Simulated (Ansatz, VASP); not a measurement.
# One calculation of ZnS, two programs

```xyz
2
Lattice="0.0000 2.7046 2.7046 2.7046 0.0000 2.7046 2.7046 2.7046 0.0000" Properties=species:S:1:pos:R:3 pbc="T T T"
Zn   -0.1591   -0.1591   -0.4500
S     4.0570    4.0570    4.0570
```

Alike in both runs: task single point; functional PBE; k mesh 10 × 10 × 10; occupations gaussian, width 0.05 eV; no spin polarisation.

```csv
,VASP,Ansatz
version,VASP 6.6.1,Ansatz 0.2.0
potentials or method,"VASP PAW PBE potentials, release 64 (Zn, S), cutoff 520 eV","scalar-relativistic, plane waves, PAW"
valence electrons in the cell,18,18
```

Ansatz gave:

| Quantity | Value |
| --- | --- |
| gap on the k mesh at the Fermi level (eV) | 1.97 |
| least direct gap on the mesh (eV) | 1.97 |
| pressure (GPa) | 13.3 |
| traceless stress, the component that is largest in VASP (GPa) | 17.52 |
| rms of the force components (eV/Å) | 3.713 |

Q: Estimate VASP's values.

A: gap on the k mesh at the Fermi level (eV): 1.99; least direct gap on the mesh (eV): 1.99; pressure (GPa): 13.5; traceless stress, the component that is largest in VASP (GPa): 17.68; rms of the force components (eV/Å): 3.731.

Atom by atom the forces differ by 0.018 eV/Å (rms over components). With one functional, cell and mesh, what is left measures potentials, basis and numerics.
